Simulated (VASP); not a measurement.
**SbSe: relaxation of cell and atoms with PBE**

The system is SbSe.

```
Sb Se
1.0
     0.00000    2.99837    2.99837
     2.99837    0.00000    2.99837
     2.99837    2.99837    0.00000
Sb Se
1 1
Direct
  0.00000 0.00000 0.00000
  0.50000 0.50000 0.50000
```

```yaml
Program: VASP 6.6.1
Task: relaxation of cell and atoms
Functional: PBE
Potentials_or_basis: VASP PAW PBE potentials, release 64 (Sb, Se)
Cutoff: 600 eV
k_mesh: 12 × 12 × 12
Occupations: gaussian, width 0.1 eV
Spin: no spin polarisation
Dipole_correction: no
Further_INCAR_settings: ALGO = Normal; EDIFF = 1e-06; IBRION = 2; EDIFFG = -0.005; NSW = 100; ISIF = 3
```

The relaxed volume is 26.92 Å³/atom. The relaxed cell is a = 4.238 Å, b = 4.238 Å, c = 4.238 Å, α = 60.00°, β = 60.00°, γ = 60.00°. The space group after relaxing (to 0.1 Å) is Fm-3m (No. 225), the energy gained by relaxing is 0.0 meV/atom and the ionic steps are 2. The pressure after relaxing is 0.0 GPa. The band gap on the k mesh is zero (an odd number of electrons rules out a gap without spin polarisation).

Final structure:
```
CELL_PARAMETERS angstrom
0.00000 2.99689 2.99689
2.99689 0.00000 2.99689
2.99689 2.99689 0.00000
ATOMIC_POSITIONS crystal
Sb 0.00000 0.00000 0.00000
Se 0.50000 0.50000 0.50000
```

Levels at points of the mesh, in eV from the Fermi level:
```csv
k point,band 3,band 4,band 5,band 6,band 7,band 8
"(0.00, 0.00, 0.00)",-2.96,-2.96,-2.96,2.53,2.53,2.53
"(0.50, 0.00, 0.00)",-2.55,-2.55,-1.23,-0.91,-0.43,-0.43
"(0.50, 0.50, 0.00)",-6.32,-4.49,-4.49,2.37,3.77,3.77
```

Wall time 19 s on 1 thread of Intel(R) Xeon(R) 6975P-C (Granite Rapids), with other jobs on the host, peak memory 0.24 GiB.

Caveat: spin-orbit coupling is left out, which moves the levels of the heavy elements.
